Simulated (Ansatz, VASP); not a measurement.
**One calculation of AlRu, two programs**

```
CELL_PARAMETERS angstrom
2.99160 0.00000 0.00000
0.00000 2.99160 0.00000
0.00000 0.00000 2.99160
ATOMIC_POSITIONS crystal
Ru 0.50000 0.50000 0.50000
Al 0.00000 0.00000 0.00000
```

Alike in both runs: task single point; functional PBEsol-based global hybrid with a share of 0.25 of exact exchange; k mesh 5 × 5 × 5; occupations fermi-dirac, width 0.05 eV; no spin polarisation.

```csv
,VASP,Ansatz
version,VASP 6.6.1,Ansatz 0.2.0
potentials or method,"VASP PAW PBE potentials, release 64 (Ru_pv, Al)",Ansatz PAW
plane-wave cutoff (eV),520,420
valence electrons in the cell,17,19
```

```csv
,VASP,Ansatz,Ansatz less VASP
gap on the k mesh at the Fermi level (eV),none,none,-
pressure (GPa),-7.9,-7.1,+0.81
```

VASP's potentials were made for PBE, not for PBEsol-based global hybrid. A gap of «none» marks a metal or a gap that the smearing closes. VASP's potentials hold 17 valence electrons a cell and Ansatz's 19, so a difference there can come from the potentials and not from the codes.

The k mesh is coarse, so the values compare programs but aren't converged.
